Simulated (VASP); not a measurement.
# SiC (Imm2) in VASP: further runs

Runs on SiC. Level: PBE. Tasks: single point.

Everything below comes from runs of VASP 6.6.1. Logs are shortened: lines on timing, memory, paths and dates and some standing lists are left out, and cuts for length are marked.

**1. The cell of the first run**

It takes space group Imm2 (No. 44, orthorhombic). Conventional cell: a = 3.097 Å, b = 3.097 Å, c = 4.380 Å, α = 90.00°, β = 90.00°, γ = 90.00°. Within 2.3 Å of Si (site symmetry mm2) lie 4 C at 1.74 to 2.08 Å. C (site symmetry mm2) has 4 Si at 1.74 to 2.08 Å within 2.3 Å.

**2. Single point, PBE (atom 2 (C) moved by (+0.000, -0.300) A along [1 1 0] and z)**

File INCAR:

```
SYSTEM = SiC
PREC     = Accurate       ! precision mode
ENCUT    = 520            ! plane-wave cutoff, eV
EDIFF    = 1E-6           ! SCF threshold, eV
ISMEAR   = 0              ! smearing method
SIGMA    = 0.05           ! smearing width, eV
LREAL    = .False.        ! projectors in reciprocal space
LASPH    = .True.         ! aspherical terms in the spheres
NELM     = 60             ! most SCF steps
ALGO     = Normal         ! electronic algorithm
ISIF     = 2              ! what is computed and relaxed
LWAVE    = .False.        ! write WAVECAR
LCHARG   = .True.         ! write CHGCAR
GGA      = PE             ! functional
LELF     = .True.         ! ELF
LVHAR    = .True.       
NBANDS   = 11             ! bands
```

File KPOINTS:

```
regular mesh
0
Gamma
  10 10 10
  0 0 0
```

File POSCAR:

```
SiC
1.0
    0.0000000000      2.1898640950      2.1898640950
    2.1898640950      0.0000000000      2.1898640950
    2.1898640950      2.1898640950      0.0000000000
Si C
1 1
Direct
    0.0000000000      0.0000000000      0.0000000000
    0.6815025986      0.6815025986      0.8184974014
```

Potentials or basis: VASP PAW PBE potentials, release 64 (Si, C).

Command:

```sh
$ cat potpaw_PBE.64/Si/POTCAR potpaw_PBE.64/C/POTCAR > POTCAR
$ mpirun -np 1 vasp_std > vasp.out
```

OUTCAR:

```text
SYSTEM = SiC
   PREC = Accurate
   ENCUT = 520
   EDIFF = 1E-6
   ISMEAR = 0
   LREAL = .False.
   LASPH = .True.
   NELM = 60
   ISIF = 2
   GGA = PE

 ion  position               nearest neighbor table
   1  0.000  0.000  0.000-   2 1.74   2 1.74   2 2.08   2 2.08
   2  0.682  0.682  0.818-   1 1.74   1 1.74   1 2.08   1 2.08

  LATTYP: Found a face centered cubic cell.
 ALAT       =     4.3797281900

  Lattice vectors:

 A1 = (   0.0000000000,   2.1898640950,   2.1898640950)
 A2 = (   2.1898640950,   0.0000000000,   2.1898640950)
 A3 = (   2.1898640950,   2.1898640950,   0.0000000000)

Analysis of symmetry for initial positions (statically):
=====================================================================
 Subroutine PRICEL returns:
 Original cell was already a primitive cell.

 Routine SETGRP: Setting up the symmetry group for a
 face centered cubic supercell.

 Subroutine GETGRP returns: Found  4 space group operations
 (whereof  4 operations were pure point group operations)
 out of a pool of 48 trial point group operations.

The static configuration has the point symmetry C_2v.

Analysis of symmetry for dynamics (positions and initial velocities):
=====================================================================
 Subroutine PRICEL returns:
 Original cell was already a primitive cell.

 Routine SETGRP: Setting up the symmetry group for a
 face centered cubic supercell.

 Subroutine GETGRP returns: Found  4 space group operations
 (whereof  4 operations were pure point group operations)
 out of a pool of 48 trial point group operations.

The dynamic configuration has the point symmetry C_2v.

 Subroutine INISYM returns: Found  4 space group operations
 (whereof  4 operations are pure point group operations),
 and found     1 'primitive' translations

----------------------------------------------------------------------------------------

                                     Primitive cell

  volume of cell :      21.0030

  direct lattice vectors                    reciprocal lattice vectors
     0.000000000  2.189864095  2.189864095    -0.228324671  0.228324671  0.228324671
     2.189864095  0.000000000  2.189864095     0.228324671 -0.228324671  0.228324671
     2.189864095  2.189864095  0.000000000     0.228324671  0.228324671 -0.228324671

  length of vectors
     3.096935503  3.096935503  3.096935503     0.395469932  0.395469932  0.395469932

  position of ions in fractional coordinates (direct lattice)
     0.000000000  0.000000000  0.000000000
     0.681502599  0.681502599  0.818497401

  ion indices of the primitive-cell ions
[... 79 lines left out ...]
   IBRION =     -1    ionic relax: 0-MD 1-quasi-New 2-CG
   NFREE  =      0    steps in history (QN), initial steepest desc. (CG)
   ISIF   =      2    stress and relaxation
   ISYM   =      2    0-nonsym 1-usesym 2-fastsym
   POTIM  = 0.5000    time-step for ionic-motion
   TEBEG  =    0.0;   TEEND  =   0.0 temperature during run
   PSTRESS=    0.0 pullay stress
   NELECT =       8.0000    total number of electrons
   NUPDOWN=      -1.0000    fix difference up-down
   EMIN   =  10.00;   EMAX   =-10.00  energy-range for DOS
   EFERMI =   0.00;   METHOD = LEGACY
   ISMEAR =     0;   SIGMA  =   0.05  broadening in eV -4-tet -1-fermi 0-gaus
   EFERMI_NEDOS =   21; number of points for ismear=-14 and -15
   IALGO  =     38    algorithm
   IMIX   =      4    mixing-type and parameters
     AMIX     =   0.40;   BMIX     =  1.00
     AMIX_MAG =   1.60;   BMIX_MAG =  1.00
  volume/ion in A,a.u.               =      10.50        70.87
  Fermi-wavevector in a.u.,A,eV,Ry     =   1.186709  2.242555 19.160797  1.408279
  Thomas-Fermi vector in A             =   2.322876
   LORBIT       =      0    0 simple, 1 ext, 2 COOP (PROOUT), +10 PAW based schemes
   GGA     = PE    functional components
   LHFCALC =     F    Hartree Fock is set to
   AEXX    =    0.0000 exact exchange contribution
   IVDW    =     0    specifies the selected vdW correction
   LEPSILON=     F    determine dielectric tensor
   LRPA    =     F    only Hartree local field effects (RPA)
 non-spin polarized calculation
 Gauss-broadening in eV      SIGMA  =   0.05
  energy-cutoff  :      520.00
  volume of cell :       21.00
 maximum number of plane-waves:       588
   NGX = 11   NGY = 11   NGZ = 11

 number of electron       8.0000000 magnetization

 Free energy of the ion-electron system (eV)
  ---------------------------------------------------
  ext. energy  EPLUGINS =         0.00000000
  ---------------------------------------------------
  free energy    TOTEN  =       -14.27188038 eV

  energy without entropy =      -14.27184498  energy(sigma->0) =      -14.27186268

 E-fermi :   8.9999     XC(G=0): -11.2934

 val. band max:        8.9489213308   @ k =   0.0000   0.0000   0.0000
 cond. band min:       9.0542577298   @ k =   0.0000   0.5000   0.5000
 fundamental gap:      0.1053363990
 Fermi energy:         8.9998574091

 k-point     1 :       0.0000    0.0000    0.0000
  band No.  band energies     occupation
      1      -7.4067      2.00000
      2       6.3642      2.00000
      3       8.1095      2.00000
      4       8.9489      1.85033
      5      13.5818      0.00000
      6      14.9556      0.00000
      7      15.1007      0.00000
      8      15.9237      0.00000
      9      22.2076      0.00000
     10      22.2992      0.00000
     11      23.3778      0.00000
[... 309 lines left out ...]
 k-point    24 :       0.1000    0.0000    0.4000
  band No.  band energies     occupation
      1      -4.9503      2.00000
      2       1.6879      2.00000
      3       5.2206      2.00000
      4       7.2247      2.00000
      5      13.0291      0.00000
      6      14.6415      0.00000
      7      16.0033      0.00000
      8      17.8964      0.00000
      9      21.7585      0.00000
     10      23.4152      0.00000
     11      25.4598      0.00000

 [... further k-points ...]
[... 5 lines left out ...]
  --------------------------------------------------------------------------------------
  -------------------------------------------------------------------------------------
  Total        1.9122029      1.9122029     -0.0370981     -2.4692548      0.0000000      0.0000000
  in kB      145.8690219    145.8690219     -2.8299624   -188.3627409      0.0000000      0.0000000
  external PRESSURE =      96.3026938 kB  Pullay stress =       0.0000000 kB

 VOLUME and BASIS-vectors are now :
 -----------------------------------------------------------------------------
  energy-cutoff  :      520.00
  volume of cell :       21.00
      direct lattice vectors                 reciprocal lattice vectors
     0.000000000  2.189864095  2.189864095    -0.228324671  0.228324671  0.228324671
     2.189864095  0.000000000  2.189864095     0.228324671 -0.228324671  0.228324671
     2.189864095  2.189864095  0.000000000     0.228324671  0.228324671 -0.228324671

 POSITION                                       TOTAL-FORCE (eV/Angst)
 -----------------------------------------------------------------------------------
      0.00000      0.00000      0.00000         0.000000      0.000000     -4.955675
      3.28480      3.28480      2.98480         0.000000      0.000000      4.955675
 -----------------------------------------------------------------------------------
    total drift:                               -0.000000     -0.000000      0.000416

  FREE ENERGIE OF THE ION-ELECTRON SYSTEM (eV)
  ---------------------------------------------------
  free  energy   TOTEN  =       -14.2718803758 eV

  energy  without entropy=      -14.2718449771  energy(sigma->0) =      -14.27186268
```

OSZICAR:

```text
N       E                     dE             d eps       ncg     rms          rms(c)
DAV:   1     0.412892525664E+01    0.41289E+01   -0.39807E+03  3933   0.611E+02
DAV:   2    -0.157616618748E+02   -0.19891E+02   -0.19130E+02  4708   0.110E+02
DAV:   3    -0.163718961968E+02   -0.61023E+00   -0.60907E+00  4644   0.161E+01
DAV:   4    -0.163743043095E+02   -0.24081E-02   -0.24080E-02  4242   0.127E+00
DAV:   5    -0.163743153694E+02   -0.11060E-04   -0.11060E-04  4593   0.811E-02    0.935E+00
DAV:   6    -0.143332959768E+02    0.20410E+01   -0.76672E+00  4074   0.123E+01    0.394E+00
DAV:   7    -0.142815175216E+02    0.51778E-01   -0.40749E-01  4455   0.376E+00    0.189E+00
DAV:   8    -0.142717589255E+02    0.97586E-02   -0.26561E-02  4200   0.108E+00    0.181E-01
DAV:   9    -0.142717676892E+02   -0.87638E-05   -0.22846E-03  4507   0.274E-01    0.113E-01
DAV:  10    -0.142718698697E+02   -0.10218E-03   -0.27243E-04  4122   0.105E-01    0.348E-02
DAV:  11    -0.142718796595E+02   -0.97899E-05   -0.23671E-05  4515   0.307E-02    0.146E-02
DAV:  12    -0.142718803758E+02   -0.71627E-06   -0.27483E-06  4244   0.113E-02
   1 F= -.14271880E+02 E0= -.14271863E+02  d E =-.353987E-04
```

stdout:

```text
POSCAR found type information on POSCAR SiC
 POSCAR found :  2 types and       2 ions
 scaLAPACK will be used
 LDA part: xc-table for (Slater+PW92), standard interpolation
 POSCAR, INCAR and KPOINTS ok, starting setup
 FFT: planning ... GRIDC
 FFT: planning ... GRID_SOFT
 FFT: planning ... GRID
 WAVECAR not read
 entering main loop
```

It took 24 s on 1 thread of Intel Xeon 8259CL, shared host; peak memory 0.16 GiB.

What came out:

```yaml
Free_energy: -14.2719 eV
Pressure: 9.6 GPa
Largest_force: 4.956 eV/Å
Band_gap_on_the_k_mesh: 0.11 eV (least direct gap 3.85 eV)
```

Forces on the atoms (eV/Å):
```
Si   0.000  0.000 -4.956
C    0.000  0.000  4.956
```

Levels at points of the mesh, in eV from the valence-band top:
```tsv
k point	band 1	band 2	band 3	band 4	band 5	band 6	band 7	band 8
(0.00, 0.00, 0.00)	-16.36	-2.58	-0.84	0.00	4.63	6.01	6.15	6.97
(0.50, 0.00, 0.00)	-12.65	-10.08	-2.45	-1.10	3.92	5.30	7.31	8.90
(0.00, 0.00, 0.50)	-13.12	-8.92	-3.40	-1.28	3.89	5.11	6.90	8.78
(0.50, 0.50, 0.00)	-11.61	-8.50	-5.07	-3.64	0.21	3.38	12.71	12.89
(0.00, 0.50, 0.50)	-11.49	-8.98	-3.99	-3.90	0.11	2.78	12.17	13.36
```

Caveat: the cell differs from its parent crystal (atom 2 (C) moved by (+0.000, -0.300) A along [1 1 0] and z); the cell stands under pressure; forces of over 1 eV/Å act on the atoms, so gaps and moduli don't describe the material at rest. A k mesh can miss the band edges.

**3. Single point, PBE (atom 2 (C) moved by (+0.000, -0.150) A along [1 1 0] and z)**

File INCAR:

```
ALGO     = Normal         # electronic algorithm
EDIFF    = 1E-7           # SCF threshold, eV
ENCUT    = 520            # plane-wave cutoff, eV
GGA      = PE             # functional
ISIF     = 2              # what is computed and relaxed
ISMEAR   = 0              # smearing method
LASPH    = T              # aspherical terms in the spheres
LCHARG   = F              # write CHGCAR
LREAL    = F              # projectors in reciprocal space
LWAVE    = F              # write WAVECAR
NBANDS   = 11             # bands
NELM     = 60             # most SCF steps
PREC     = Accurate       # precision mode
SIGMA    = 0.05           # smearing width, eV
```

File KPOINTS:

```
k-points
0
Gamma
  10 10 10
```

POSCAR: that of step 2 with these lines changed.

```diff
@@ -9,2 +9,2 @@
     0.0000000000      0.0000000000      0.0000000000
-    0.6815025986      0.6815025986      0.8184974014
+    0.7157512993      0.7157512993      0.7842487007
```

Potentials or basis: VASP PAW PBE potentials, release 64 (Si, C).

Command:

```sh
$ cat potpaw_PBE.64/Si/POTCAR potpaw_PBE.64/C/POTCAR > POTCAR
$ mpirun -np 1 vasp_std > vasp.out
```

OUTCAR:

```text
EDIFF = 1E-7
   ENCUT = 520
   GGA = PE
   ISIF = 2
   ISMEAR = 0
   LASPH = T
   LREAL = F
   NELM = 60
   PREC = Accurate

 ion  position               nearest neighbor table
   1  0.000  0.000  0.000-   2 1.81   2 1.81   2 1.99   2 1.99
   2  0.716  0.716  0.784-   1 1.81   1 1.81   1 1.99   1 1.99

  LATTYP: Found a face centered cubic cell.
 ALAT       =     4.3797281900

  Lattice vectors:

 A1 = (   0.0000000000,   2.1898640950,   2.1898640950)
 A2 = (   2.1898640950,   0.0000000000,   2.1898640950)
 A3 = (   2.1898640950,   2.1898640950,   0.0000000000)

Analysis of symmetry for initial positions (statically):
=====================================================================
 Subroutine PRICEL returns:
 Original cell was already a primitive cell.

 Routine SETGRP: Setting up the symmetry group for a
 face centered cubic supercell.

 Subroutine GETGRP returns: Found  4 space group operations
 (whereof  4 operations were pure point group operations)
 out of a pool of 48 trial point group operations.

The static configuration has the point symmetry C_2v.

[... 163 lines left out ...]
 cond. band min:       9.2443641372   @ k =   0.0000   0.5000   0.5000
 fundamental gap:      0.6829861423
 Fermi energy:         8.8696323793

 k-point     1 :       0.0000    0.0000    0.0000
  band No.  band energies     occupation
      1      -7.3630      2.00000
      2       7.1713      2.00000
      3       7.9836      2.00000
      4       8.5614      2.00000
      5      13.8949      0.00000
      6      14.9283      0.00000
      7      15.1211      0.00000
      8      15.5107      0.00000
      9      22.3198      0.00000
     10      22.3217      0.00000
     11      24.0913      0.00000
[... 309 lines left out ...]
 k-point    24 :       0.1000    0.0000    0.4000
  band No.  band energies     occupation
      1      -4.8421      2.00000
      2       1.4942      2.00000
      3       5.8813      2.00000
      4       6.8602      2.00000
      5      13.3386      0.00000
      6      14.9579      0.00000
      7      15.9342      0.00000
      8      17.9069      0.00000
      9      21.5854      0.00000
     10      23.9656      0.00000
     11      24.8491      0.00000

 [... further k-points ...]
[... 5 lines left out ...]
  --------------------------------------------------------------------------------------
  -------------------------------------------------------------------------------------
  Total        0.4863556      0.4863556     -0.0126845     -1.1603643      0.0000000      0.0000000
  in kB       37.1007786     37.1007786     -0.9676163    -88.5163394      0.0000000      0.0000000
  external PRESSURE =      24.4113137 kB  Pullay stress =       0.0000000 kB

 VOLUME and BASIS-vectors are now :
 -----------------------------------------------------------------------------
  energy-cutoff  :      520.00
  volume of cell :       21.00
      direct lattice vectors                 reciprocal lattice vectors
     0.000000000  2.189864095  2.189864095    -0.228324671  0.228324671  0.228324671
     2.189864095  0.000000000  2.189864095     0.228324671 -0.228324671  0.228324671
     2.189864095  2.189864095  0.000000000     0.228324671  0.228324671 -0.228324671

 POSITION                                       TOTAL-FORCE (eV/Angst)
 -----------------------------------------------------------------------------------
      0.00000      0.00000      0.00000         0.000000      0.000000     -2.706538
      3.28480      3.28480      3.13480        -0.000000     -0.000000      2.706538
 -----------------------------------------------------------------------------------
    total drift:                               -0.000000     -0.000000     -0.000029

  FREE ENERGIE OF THE ION-ELECTRON SYSTEM (eV)
  ---------------------------------------------------
  free  energy   TOTEN  =       -14.8549042996 eV

  energy  without entropy=      -14.8549042996  energy(sigma->0) =      -14.85490430
```

stdout:

```text
POSCAR found type information on POSCAR SiC
 POSCAR found :  2 types and       2 ions
 scaLAPACK will be used
 LDA part: xc-table for (Slater+PW92), standard interpolation
 POSCAR, INCAR and KPOINTS ok, starting setup
 FFT: planning ... GRIDC
 FFT: planning ... GRID_SOFT
 FFT: planning ... GRID
 WAVECAR not read
 entering main loop
```

Wall time 25 s (1 thread of Intel Xeon 8259CL, shared host); peak memory 0.16 GiB.

Results:

- Free energy: -14.8549 eV
- Pressure: 2.4 GPa
- Largest force: 2.707 eV/Å
- Band gap on the k mesh: 0.68 eV (least direct gap 4.17 eV)

Forces in eV/Å, atoms in the order of the input:
```
Si   0.000  0.000 -2.707
C    0.000  0.000  2.707
```

Caveat: the cell differs from its parent crystal (atom 2 (C) moved by (+0.000, -0.150) A along [1 1 0] and z); forces of over 1 eV/Å act on the atoms, so gaps and moduli don't describe the material at rest. A k mesh can miss the band edges.
